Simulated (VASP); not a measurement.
# NaH6 (Pm-3m) in VASP: a series of runs, part 3 of 3

VASP 6.6.1. The steps go on from the part before.

## Step 5: Relaxation of cell and atoms, PBE

Contents of INCAR:

```
PREC     = Accurate       # precision mode
ENCUT    = 600            # plane-wave cutoff, eV
EDIFF    = 1E-6           # SCF threshold, eV
ISMEAR   = 0              # smearing method
SIGMA    = 0.1            # smearing width, eV
LREAL    = F              # projectors in reciprocal space
LASPH    = T              # aspherical terms in the spheres
NELM     = 100            # most SCF steps
ALGO     = Normal         # electronic algorithm
ISIF     = 3              # what is computed and relaxed
LWAVE    = F              # write WAVECAR
LCHARG   = F              # write CHGCAR
GGA      = PE             # functional
IBRION   = 2              # ionic algorithm
NSW      = 100            # ionic steps
EDIFFG   = -0.01          # ionic threshold
```

Contents of KPOINTS:

```
regular mesh
0
Gamma
  10 10 10
```

Contents of POSCAR:

```
NaH6
1.0
    4.0335261339      0.0000000000      0.0000000000
    0.0000000000      4.0335261339      0.0000000000
    0.0000000000      0.0000000000      4.0335261339
Na H
1 6
Direct
    0.0000000000      0.0000000000      0.0000000000
    0.1008307326      0.5000000000      0.5000000000
    0.5000000000      0.1008307326      0.5000000000
    0.8991692674      0.5000000000      0.5000000000
    0.5000000000      0.8991692674      0.5000000000
    0.5000000000      0.5000000000      0.1008307326
    0.5000000000      0.5000000000      0.8991692674
```

Potentials or basis: VASP PAW PBE potentials, release 64 (Na_pv, H).

Launch:

```
$ cat potpaw_PBE.64/Na_pv/POTCAR potpaw_PBE.64/H/POTCAR > POTCAR
$ mpirun -np 1 vasp_std > vasp.out
```

OUTCAR:

```text
PREC = Accurate
   ENCUT = 600
   EDIFF = 1E-6
   ISMEAR = 0
   LREAL = F
   LASPH = T
   NELM = 100
   ISIF = 3
   GGA = PE
   IBRION = 2
   NSW = 100
   EDIFFG = -0.01

 ion  position               nearest neighbor table
   1  0.000  0.000  0.000-
   2  0.101  0.500  0.500-   4 0.81
   3  0.500  0.101  0.500-   5 0.81
   4  0.899  0.500  0.500-   2 0.81
   5  0.500  0.899  0.500-   3 0.81
   6  0.500  0.500  0.101-   7 0.81
   7  0.500  0.500  0.899-   6 0.81

  LATTYP: Found a simple cubic cell.
 ALAT       =     4.0335261339

  Lattice vectors:

 A1 = (   4.0335261339,   0.0000000000,   0.0000000000)
 A2 = (   0.0000000000,   4.0335261339,   0.0000000000)
 A3 = (   0.0000000000,   0.0000000000,   4.0335261339)

Analysis of symmetry for initial positions (statically):
=====================================================================
 Subroutine PRICEL returns:
 Original cell was already a primitive cell.

 Routine SETGRP: Setting up the symmetry group for a
 simple cubic supercell.

[... 187 lines left out ...]
      2     -25.0125      2.00000
      3     -25.0125      2.00000
      4      -9.5032      2.00000
      5      -5.7763      2.00000
      6      -5.7763      2.00000
      7       3.5759      0.00000
      8       3.5759      0.00000
      9       3.5759      0.00000
     10       4.2322      0.00000
[... 287 lines left out ...]
 k-point    24 :       0.3000    0.1000    0.1000
  band No.  band energies     occupation
      1     -25.0180      2.00000
      2     -25.0128      2.00000
      3     -25.0127      2.00000
      4      -8.8525      2.00000
      5      -6.6056      2.00000
      6      -5.8491      2.00000
      7       2.3159      0.00000
      8       4.1966      0.00000
      9       4.4712      0.00000
     10       5.4846      0.00000

 [... further k-points ...]
[... 5 lines left out ...]
  --------------------------------------------------------------------------------------
  -------------------------------------------------------------------------------------
  Total       -0.0213460     -0.0213460     -0.0213460     -0.0000000     -0.0000000      0.0000000
  in kB       -0.5211623     -0.5211623     -0.5211623     -0.0000000     -0.0000000      0.0000000
  external PRESSURE =      -0.5211623 kB  Pullay stress =       0.0000000 kB

 VOLUME and BASIS-vectors are now :
 -----------------------------------------------------------------------------
  energy-cutoff  :      600.00
  volume of cell :       65.62
      direct lattice vectors                 reciprocal lattice vectors
     4.033526134  0.000000000  0.000000000     0.247922033  0.000000000  0.000000000
     0.000000000  4.033526134  0.000000000     0.000000000  0.247922033  0.000000000
     0.000000000  0.000000000  4.033526134     0.000000000  0.000000000  0.247922033

 POSITION                                       TOTAL-FORCE (eV/Angst)
 -----------------------------------------------------------------------------------
      0.00000      0.00000      0.00000         0.000000      0.000000      0.000000
      0.40670      2.01676      2.01676        -0.005839      0.000000      0.000000
      2.01676      0.40670      2.01676         0.000000     -0.005839     -0.000000
      3.62682      2.01676      2.01676         0.005839     -0.000000     -0.000000
      2.01676      3.62682      2.01676         0.000000      0.005839      0.000000
      2.01676      2.01676      0.40670         0.000000     -0.000000     -0.005839
      2.01676      2.01676      3.62682        -0.000000      0.000000      0.005839
 -----------------------------------------------------------------------------------
    total drift:                                0.000000      0.000000     -0.000000

  FREE ENERGIE OF THE ION-ELECTRON SYSTEM (eV)
  ---------------------------------------------------
  free  energy   TOTEN  =       -20.1736791725 eV

  energy  without entropy=      -20.1638457063  energy(sigma->0) =      -20.16876244

 reached required accuracy - stopping structural energy minimisation
```

OSZICAR:

```text
N       E                     dE             d eps       ncg     rms          rms(c)
DAV:   1     0.512716888828E+02    0.51272E+02   -0.66884E+03  1122   0.123E+03
DAV:   2    -0.167778566698E+02   -0.68050E+02   -0.65321E+02  1164   0.241E+02
DAV:   3    -0.215767076268E+02   -0.47989E+01   -0.47439E+01  1364   0.694E+01
DAV:   4    -0.216643031100E+02   -0.87595E-01   -0.85986E-01  1316   0.913E+00
DAV:   5    -0.216663906042E+02   -0.20875E-02   -0.20814E-02  1410   0.106E+00    0.661E+00
DAV:   6    -0.205756519817E+02    0.10907E+01   -0.75733E-01  1308   0.509E+00    0.343E+00
DAV:   7    -0.201722676619E+02    0.40338E+00   -0.95675E-01  1316   0.517E+00    0.383E-01
DAV:   8    -0.201735345167E+02   -0.12669E-02   -0.18946E-02  1172   0.153E+00    0.135E-01
DAV:   9    -0.201737199768E+02   -0.18546E-03   -0.11015E-03  1210   0.268E-01    0.415E-02
DAV:  10    -0.201736783639E+02    0.41613E-04   -0.10434E-04  1350   0.145E-01    0.139E-02
DAV:  11    -0.201736796495E+02   -0.12857E-05   -0.87026E-06  1200   0.291E-02    0.602E-03
DAV:  12    -0.201736791725E+02    0.47698E-06   -0.11749E-06   850   0.858E-03
   1 F= -.20173679E+02 E0= -.20168762E+02  d E =-.201737E+02
```

CONTCAR:

```text
NaH6
   1.00000000000000
     4.0335261338999997    0.0000000000000000    0.0000000000000000
     0.0000000000000000    4.0335261338999997    0.0000000000000000
     0.0000000000000000    0.0000000000000000    4.0335261338999997
  Na              H
     1     6
Direct
     0.0000000000000000    0.0000000000000000    0.0000000000000000
     0.1008307326000022    0.5000000000000000    0.5000000000000000
     0.5000000000000000    0.1008307326000022    0.5000000000000000
     0.8991692673999978    0.5000000000000000    0.5000000000000000
     0.5000000000000000    0.8991692673999978    0.5000000000000000
     0.5000000000000000    0.5000000000000000    0.1008307326000022
     0.5000000000000000    0.5000000000000000    0.8991692673999978

  0.00000000E+00  0.00000000E+00  0.00000000E+00
  0.00000000E+00  0.00000000E+00  0.00000000E+00
  0.00000000E+00  0.00000000E+00  0.00000000E+00
  0.00000000E+00  0.00000000E+00  0.00000000E+00
  0.00000000E+00  0.00000000E+00  0.00000000E+00
  0.00000000E+00  0.00000000E+00  0.00000000E+00
  0.00000000E+00  0.00000000E+00  0.00000000E+00
```

It took 15 s on 1 thread of AMD EPYC 9R45 (Zen 5), shared host; peak memory 0.16 GiB.

What came out:

- Free energy: -20.1737 eV
- Pressure after relaxing: -0.1 GPa
- Largest force after relaxing: 0.006 eV/Å

Forces on the atoms (eV/Å):
```
Na   0.000  0.000  0.000
H   -0.006  0.000  0.000
H    0.000 -0.006  0.000
H    0.006  0.000  0.000
H    0.000  0.006  0.000
H    0.000  0.000 -0.006
H    0.000  0.000  0.006
```

Final structure:
```xyz
7
Lattice="4.0335 0.0000 0.0000 0.0000 4.0335 0.0000 0.0000 0.0000 4.0335" Properties=species:S:1:pos:R:3 pbc="T T T"
Na    0.0000    0.0000    0.0000
H     0.4067    2.0168    2.0168
H     2.0168    0.4067    2.0168
H     3.6268    2.0168    2.0168
H     2.0168    3.6268    2.0168
H     2.0168    2.0168    0.4067
H     2.0168    2.0168    3.6268
```

Levels at points of the mesh, in eV from the Fermi level:
```tsv
k point	band 2	band 3	band 4	band 5	band 6	band 7	band 8	band 9	band 10
(0.00, 0.00, 0.00)	-26.95	-26.95	-11.44	-7.71	-7.71	1.64	1.64	1.64	2.30
(0.50, 0.00, 0.00)	-26.95	-26.95	-10.38	-9.25	-7.60	0.88	2.72	2.72	3.34
(0.50, 0.50, 0.00)	-26.96	-26.95	-9.20	-8.99	-8.99	-0.39	0.68	3.37	3.37
(0.50, 0.50, 0.50)	-26.96	-26.96	-8.82	-8.82	-8.82	-2.07	1.01	1.01	1.01
```

Caveat: the relaxation stopped at its first step, so nothing moved.

## Step 6: Summary

| task | cell | cutoff (eV) | gap on the mesh (eV) | pressure (GPa) |
| --- | --- | --- | --- | --- |
| single point | a = 4.034 Å, 7 atoms | 520 | none | -0.2 |
| relaxation of cell and atoms | relaxed from a = 3.835 Å, 7 atoms | 600 | none | 0.0 |
| relaxation of cell and atoms | relaxed from a = 4.034 Å, 7 atoms | 600 | none | -0.1 |

Alike in all rows: level PBE; potentials or basis VASP PAW PBE potentials, release 64 (Na_pv, H); no spin polarisation; k mesh 10 × 10 × 10; smearing gaussian 0.1 eV.

Caveats: the relaxation stopped at its first step, so nothing moved (some runs).

Absolute energies hang on the potentials; compare differences alone.
